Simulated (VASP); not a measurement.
# RuSe (F-43m) in VASP: settings compared

The runs below take RuSe through single point, with r2SCAN, r2SCAN+U.

Program: VASP 6.6.1. These are calculated values, not measurements. Logs are shortened: lines on timing, memory, paths and dates and some standing lists are left out, and cuts for length are marked.

### Step 1. The cell of the first run

Symmetry: F-43m, No. 216, cubic system. Conventional cell: a = 5.589 Å, b = 5.589 Å, c = 5.589 Å, α = 90.00°, β = 90.00°, γ = 90.00°. Ru (site symmetry -43m) has 4 Se at 2.42 Å within 3.2 Å. Within 3.2 Å of Se (site symmetry -43m) lie 4 Ru at 2.42 Å.

### Step 2. Single point, r2SCAN (volume scaled by 1.070)

The input, POSCAR:

```
RuSe
1.0
    0.0000000000      2.7947478329      2.7947478329
    2.7947478329      0.0000000000      2.7947478329
    2.7947478329      2.7947478329      0.0000000000
Ru Se
1 1
Direct
    0.0000000000      0.0000000000      0.0000000000
    0.2500000000      0.2500000000      0.2500000000
```

The input, INCAR.step1:

```
PREC = Accurate
ENCUT = 520
ISMEAR = 0
SIGMA = 0.05
LREAL = F
LASPH = T
NELM = 60
NBANDS = 17
GGA = PE
ALGO = Normal
EDIFF = 1E-4
LWAVE = T
LCHARG = F
```

The input, INCAR.step2:

```
PREC = Accurate
ENCUT = 520
EDIFF = 1E-7
ISMEAR = 0
SIGMA = 0.05
LREAL = F
LASPH = T
NELM = 60
ALGO = Normal
ISIF = 2
LWAVE = F
LCHARG = T
METAGGA = R2SCAN
LMIXTAU = T
LELF = T
LVHAR = T
NBANDS = 17
ISTART = 1
```

The input, KPOINTS:

```
regular mesh
0
Gamma
  10 10 10
```

Potentials or basis: VASP PAW PBE potentials, release 64 (Ru_pv, Se).

The run is started by

```
$ cat potpaw_PBE.64/Ru_pv/POTCAR potpaw_PBE.64/Se/POTCAR > POTCAR
$ cp INCAR.step1 INCAR
$ mpirun -np 1 vasp_std > vasp.out
$ cp INCAR.step2 INCAR
$ mpirun -np 1 vasp_std > vasp.out
```

OUTCAR:

```text
PREC = Accurate
   ENCUT = 520
   EDIFF = 1E-7
   ISMEAR = 0
   LREAL = F
   LASPH = T
   NELM = 60
   ISIF = 2
   METAGGA = R2SCAN
   ISTART = 1

 ion  position               nearest neighbor table
   1  0.000  0.000  0.000-   2 2.42   2 2.42   2 2.42   2 2.42
   2  0.250  0.250  0.250-   1 2.42   1 2.42   1 2.42   1 2.42

  LATTYP: Found a face centered cubic cell.
 ALAT       =     5.5894956658

  Lattice vectors:

 A1 = (   0.0000000000,   2.7947478329,   2.7947478329)
 A2 = (   2.7947478329,   0.0000000000,   2.7947478329)
 A3 = (   2.7947478329,   2.7947478329,   0.0000000000)

Analysis of symmetry for initial positions (statically):
=====================================================================
 Subroutine PRICEL returns:
 Original cell was already a primitive cell.

 Routine SETGRP: Setting up the symmetry group for a
 face centered cubic supercell.

 Subroutine GETGRP returns: Found 24 space group operations
 (whereof 24 operations were pure point group operations)
 out of a pool of 48 trial point group operations.

The static configuration has the point symmetry T_d .

Analysis of symmetry for dynamics (positions and initial velocities):
=====================================================================
 Subroutine PRICEL returns:
 Original cell was already a primitive cell.

 Routine SETGRP: Setting up the symmetry group for a
 face centered cubic supercell.

 Subroutine GETGRP returns: Found 24 space group operations
 (whereof 24 operations were pure point group operations)
 out of a pool of 48 trial point group operations.

The dynamic configuration has the point symmetry T_d .

 Subroutine INISYM returns: Found 24 space group operations
 (whereof 24 operations are pure point group operations),
 and found     1 'primitive' translations

----------------------------------------------------------------------------------------

                                     Primitive cell

  volume of cell :      43.6574

  direct lattice vectors                    reciprocal lattice vectors
     0.000000000  2.794747833  2.794747833    -0.178907018  0.178907018  0.178907018
     2.794747833  0.000000000  2.794747833     0.178907018 -0.178907018  0.178907018
     2.794747833  2.794747833  0.000000000     0.178907018  0.178907018 -0.178907018
[... 74 lines left out ...]
 SYSTEM =  unknown system
   PREC   = accura    normal or accurate (medium, high low for compatibility)
   ISTART =      1    job   : 0-new  1-cont  2-samecut
   ICHARG =      0    charge: 1-file 2-atom 10-const
   ISPIN  =      1    spin polarized calculation?
   LNONCOLLINEAR =      F non collinear calculations
   LSORBIT =      F    spin-orbit coupling
   LASPH  =      T    aspherical Exc in radial PAW
   ENCUT  =  520.0 eV  38.22 Ry    6.18 a.u.   7.35  7.35  7.35*2*pi/ulx,y,z
   NELM   =     60;   NELMIN=  2; NELMDL=  0     # of ELM steps
   EDIFF  = 0.1E-06   stopping-criterion for ELM
   LREAL  =      F    real-space projection
   EDIFFG = 0.1E-05   stopping-criterion for IOM
   NSW    =      0    number of steps for IOM
   IBRION =     -1    ionic relax: 0-MD 1-quasi-New 2-CG
   NFREE  =      0    steps in history (QN), initial steepest desc. (CG)
   ISIF   =      2    stress and relaxation
   ISYM   =      2    0-nonsym 1-usesym 2-fastsym
   POTIM  = 0.5000    time-step for ionic-motion
   TEBEG  =    0.0;   TEEND  =   0.0 temperature during run
   PSTRESS=    0.0 pullay stress
   NELECT =      20.0000    total number of electrons
   NUPDOWN=      -1.0000    fix difference up-down
   EMIN   =  10.00;   EMAX   =-10.00  energy-range for DOS
   EFERMI =   0.00;   METHOD = LEGACY
   ISMEAR =     0;   SIGMA  =   0.05  broadening in eV -4-tet -1-fermi 0-gaus
   EFERMI_NEDOS =   21; number of points for ismear=-14 and -15
   IALGO  =     38    algorithm
   IMIX   =      4    mixing-type and parameters
     AMIX     =   0.40;   BMIX     =  1.00
     AMIX_MAG =   1.60;   BMIX_MAG =  1.00
  volume/ion in A,a.u.               =      21.83       147.31
  Fermi-wavevector in a.u.,A,eV,Ry     =   1.262018  2.384868 21.669854  1.592689
  Thomas-Fermi vector in A             =   2.395448
   LORBIT       =      0    0 simple, 1 ext, 2 COOP (PROOUT), +10 PAW based schemes
   METAGGA = R2SCAN    functional components
   LHFCALC =     F    Hartree Fock is set to
   AEXX    =    0.0000 exact exchange contribution
   IVDW    =     0    specifies the selected vdW correction
   LEPSILON=     F    determine dielectric tensor
   LRPA    =     F    only Hartree local field effects (RPA)
 non-spin polarized calculation
 Gauss-broadening in eV      SIGMA  =   0.05
  energy-cutoff  :      520.00
  volume of cell :       43.66
 maximum number of plane-waves:      1243
 NGX is ok and might be reduce to    30
   NGX = 15   NGY = 15   NGZ = 15

 number of electron      19.9999999 magnetization

 Free energy of the ion-electron system (eV)
  ---------------------------------------------------
  ext. energy  EPLUGINS =         0.00000000
  ---------------------------------------------------
  free energy    TOTEN  =       -39.50700779 eV

  energy without entropy =      -39.50415205  energy(sigma->0) =      -39.50557992

 E-fermi :   5.7400     XC(G=0): -10.9596

 val. band max:        5.7342378657   @ k =   0.4000   0.4000   0.0000
 cond. band min:       5.7547423499   @ k =   0.4000   0.2000   0.1000
 fundamental gap:      0.0205044842
 Fermi energy:         5.7399949633

 k-point     1 :       0.0000    0.0000    0.0000
  band No.  band energies     occupation
      1     -38.1516      2.00000
      2     -38.1516      2.00000
      3     -38.1516      2.00000
      4      -9.6781      2.00000
      5       0.3972      2.00000
      6       0.3972      2.00000
[... 457 lines left out ...]
      4      -8.9531      2.00000
      5      -0.4637      2.00000
      6       1.0827      2.00000
[... 9 lines left out ...]
     16      15.4243      0.00000
     17      16.5048      0.00000

 [... further k-points ...]
[... 5 lines left out ...]
  --------------------------------------------------------------------------------------
  -------------------------------------------------------------------------------------
  Total       -1.9960890     -1.9960890     -1.9960890      0.0000000      0.0000000      0.0000000
  in kB      -73.2542116    -73.2542116    -73.2542116      0.0000000      0.0000000      0.0000000
  external PRESSURE =     -73.2542116 kB  Pullay stress =       0.0000000 kB

 VOLUME and BASIS-vectors are now :
 -----------------------------------------------------------------------------
  energy-cutoff  :      520.00
  volume of cell :       43.66
      direct lattice vectors                 reciprocal lattice vectors
     0.000000000  2.794747833  2.794747833    -0.178907018  0.178907018  0.178907018
     2.794747833  0.000000000  2.794747833     0.178907018 -0.178907018  0.178907018
     2.794747833  2.794747833  0.000000000     0.178907018  0.178907018 -0.178907018

 POSITION                                       TOTAL-FORCE (eV/Angst)
 -----------------------------------------------------------------------------------
      0.00000      0.00000      0.00000         0.000000      0.000000      0.000000
      1.39737      1.39737      1.39737        -0.000000     -0.000000     -0.000000
 -----------------------------------------------------------------------------------
    total drift:                               -0.000000     -0.000000     -0.000000

  FREE ENERGIE OF THE ION-ELECTRON SYSTEM (eV)
  ---------------------------------------------------
  free  energy   TOTEN  =       -39.5070077938 eV

  energy  without entropy=      -39.5041520465  energy(sigma->0) =      -39.50557992
```

OUTCAR.step1:

```text
PREC = Accurate
   ENCUT = 520
   ISMEAR = 0
   LREAL = F
   LASPH = T
[... 701 lines left out ...]
 -----------------------------------------------------------------------------------
      0.00000      0.00000      0.00000        -0.000000     -0.000000     -0.000000
      1.39737      1.39737      1.39737         0.000000      0.000000      0.000000
 -----------------------------------------------------------------------------------
    total drift:                               -0.000000     -0.000000     -0.000000

  FREE ENERGIE OF THE ION-ELECTRON SYSTEM (eV)
  ---------------------------------------------------
  free  energy   TOTEN  =       -12.3943536739 eV

  energy  without entropy=      -12.3911925424  energy(sigma->0) =      -12.39277311
```

OSZICAR.step1:

```text
N       E                     dE             d eps       ncg     rms          rms(c)
DAV:   1     0.142251067552E+03    0.14225E+03   -0.11054E+04  1678   0.109E+03
DAV:   2    -0.861664325559E+01   -0.15087E+03   -0.14663E+03  1809   0.294E+02
DAV:   3    -0.125643941287E+02   -0.39478E+01   -0.39184E+01  2063   0.481E+01
DAV:   4    -0.125951336397E+02   -0.30740E-01   -0.30726E-01  1848   0.424E+00
DAV:   5    -0.125957259562E+02   -0.59232E-03   -0.59223E-03  2139   0.508E-01    0.966E+00
DAV:   6    -0.124508617816E+02    0.14486E+00   -0.10011E+00  1659   0.928E+00    0.427E+00
DAV:   7    -0.124040635063E+02    0.46798E-01   -0.18960E-01  1676   0.426E+00    0.324E+00
DAV:   8    -0.123942598954E+02    0.98036E-02   -0.28228E-02  1692   0.162E+00    0.217E-01
DAV:   9    -0.123943536739E+02   -0.93779E-04   -0.77927E-04  2162   0.207E-01
   1 F= -.12394354E+02 E0= -.12392773E+02  d E =-.316113E-02
```

It took 73 s on 1 thread of Intel Xeon 6975P-C (Granite Rapids), shared host; peak memory 0.19 GiB.

Results:

- Free energy: -39.5070 eV
- Pressure: -7.3 GPa
- Band gap on the k mesh: zero (band 10 reaches 7.93 eV, above the bottom of band 11 at 5.39 eV)

Caveat: the cell differs from its parent crystal (volume scaled by 1.070); the PAW data sets were made with another functional, which shifts forces and pressure a little.

### Step 3. Single point, r2SCAN

This run uses another cell than the first one, of 20.40 Å³/atom, 0.935 times its volume.

The input, POSCAR:

```
RuSe
1.0
    0.0000000000      2.7324236492      2.7324236492
    2.7324236492      0.0000000000      2.7324236492
    2.7324236492      2.7324236492      0.0000000000
Ru Se
1 1
Direct
    0.0000000000      0.0000000000      0.0000000000
    0.2500000000      0.2500000000      0.2500000000
```

The input, INCAR.step1:

```
SYSTEM = RuSe
PREC = Accurate
ENCUT = 520
ISMEAR = 0
SIGMA = 0.05
LREAL = .False.
LASPH = .True.
NELM = 100
NBANDS = 17
GGA = PE
ALGO = Normal
EDIFF = 1E-4
LWAVE = .True.
LCHARG = .False.
```

The input, INCAR.step2:

```
SYSTEM = RuSe
PREC = Accurate
ENCUT = 520
EDIFF = 1E-7
ISMEAR = 0
SIGMA = 0.05
LREAL = .False.
LASPH = .True.
NELM = 100
ALGO = Normal
ISIF = 2
LWAVE = .False.
LCHARG = .False.
METAGGA = R2SCAN
LMIXTAU = .True.
NBANDS = 17
ISTART = 1
```

The input, KPOINTS:

```
regular mesh
0
Gamma
  12 12 12
  0 0 0
```

Potentials or basis: VASP PAW PBE potentials, release 64 (Ru_pv, Se).

The run is started by

```
$ cat potpaw_PBE.64/Ru_pv/POTCAR potpaw_PBE.64/Se/POTCAR > POTCAR
$ cp INCAR.step1 INCAR
$ mpirun -np 1 vasp_std > vasp.out
$ cp INCAR.step2 INCAR
$ mpirun -np 1 vasp_std > vasp.out
```

Wall time 1.7 min (1 thread of Intel Xeon 6975P-C (Granite Rapids), shared host); peak memory 0.2 GiB.

It converged, with:

```yaml
Free_energy: -39.5787 eV
Pressure: 0.1 GPa
Band_gap_on_the_k_mesh: zero (band 10 reaches 8.94 eV, above the bottom of band 11 at 6.10 eV)
```

Levels at points of the mesh, in eV from the Fermi level:
```csv
k point,band 6,band 7,band 8,band 9,band 10,band 11,band 12,band 13,band 14,band 15
"(0.00, 0.00, 0.00)",-5.72,-5.72,-1.98,-1.98,2.32,3.66,3.66,3.66,8.00,8.00
"(0.50, 0.00, 0.00)",-5.32,-5.32,-1.69,-1.69,-1.26,1.64,1.64,4.54,9.04,9.04
"(0.50, 0.50, 0.00)",-4.49,-4.49,-2.25,-1.36,-1.03,-0.42,-0.42,5.68,7.07,9.62
```

Caveat: the PAW data sets were made with another functional, which shifts forces and pressure a little.

### Step 4. Single point, r2SCAN+U

This run uses another cell than the first one, of 20.40 Å³/atom, 0.935 times its volume.

POSCAR is that of step 3.

The input, INCAR.step1:

```
PREC = Accurate ; ENCUT = 520
ISMEAR = 0 ; SIGMA = 0.05
LREAL = False ; LASPH = True
NELM = 150 ; LMAXMIX = 4
LDAU = True ; LDAUTYPE = 2
LDAUL = 2 -1 ; LDAUU = 5 0
LDAUJ = 0 0 ; NBANDS = 17
GGA = PE ; ALGO = Normal
EDIFF = 1E-4 ; LWAVE = True
LCHARG = False
```

The input, INCAR.step2:

```
PREC = Accurate ; ENCUT = 520
EDIFF = 1E-6 ; ISMEAR = 0
SIGMA = 0.05 ; LREAL = False
LASPH = True ; NELM = 150
ALGO = Normal ; ISIF = 2
LWAVE = False ; LCHARG = False
LMAXMIX = 4 ; LDAU = True
LDAUTYPE = 2 ; LDAUL = 2 -1
LDAUU = 5 0 ; LDAUJ = 0 0
LDAUPRINT = 1 ; METAGGA = R2SCAN
LMIXTAU = True ; NBANDS = 17
ISTART = 1
```

The input, KPOINTS:

```
Automatic mesh
0
Gamma
  10 10 10
```

The run is started by

```
$ cat potpaw_PBE.64/Ru_pv/POTCAR potpaw_PBE.64/Se/POTCAR > POTCAR
$ cp INCAR.step1 INCAR
$ mpirun -np 1 vasp_std > vasp.out
$ cp INCAR.step2 INCAR
$ mpirun -np 1 vasp_std > vasp.out
```

Run time: 72 s. Hardware: 1 thread of Intel Xeon 6975P-C (Granite Rapids), shared host; peak memory 0.19 GiB.

It converged, with:

```
Free energy            : -34.0353 eV
Pressure               : 0.9 GPa
Band gap on the k mesh : zero (band 10 reaches 8.99 eV, above the bottom of band 11 at 6.22 eV)
```

Levels at points of the mesh, in eV from the Fermi level:
```
           k point  band 8  band 9  band 10  band 11  band 12  band 13
(0.00, 0.00, 0.00)   -3.10   -3.10     2.27     3.71     3.71     3.71
(0.50, 0.00, 0.00)   -2.56   -2.56    -1.17     1.62     1.62     4.52
(0.50, 0.50, 0.00)   -2.54   -2.21    -1.80    -0.35    -0.35     5.69
```

Eigenvalues of the final occupation matrices:
```csv
site,spin,trace,eigenvalues
site 1 d,1,3.17,0.52 0.52 0.52 0.80 0.80
site 1 d,2,3.17,0.52 0.52 0.52 0.80 0.80
```

Caveat: the PAW data sets were made with another functional, which shifts forces and pressure a little; U without spin polarisation on a metal has little footing.

### Step 5. Overview

```tsv
level	U	cell	k mesh	gap on the mesh (eV)	pressure (GPa)
r2SCAN	-	a = 3.952 Å, angles 60.0°, 2 atoms	10 × 10 × 10	none	-7.3
r2SCAN	-	a = 3.864 Å, angles 60.0°, 2 atoms	12 × 12 × 12	none	0.1
r2SCAN+U	Ru d U = 5.0 eV	a = 3.864 Å, angles 60.0°, 2 atoms	10 × 10 × 10	none	0.9
```

Alike in all rows: task single point; potentials or basis VASP PAW PBE potentials, release 64 (Ru_pv, Se); no spin polarisation; cutoff (eV) 520; smearing gaussian 0.05 eV.

Caveats: the PAW data sets were made with another functional, which shifts forces and pressure a little; U without spin polarisation on a metal has little footing (some runs).

Absolute energies hang on the potentials; compare differences alone.
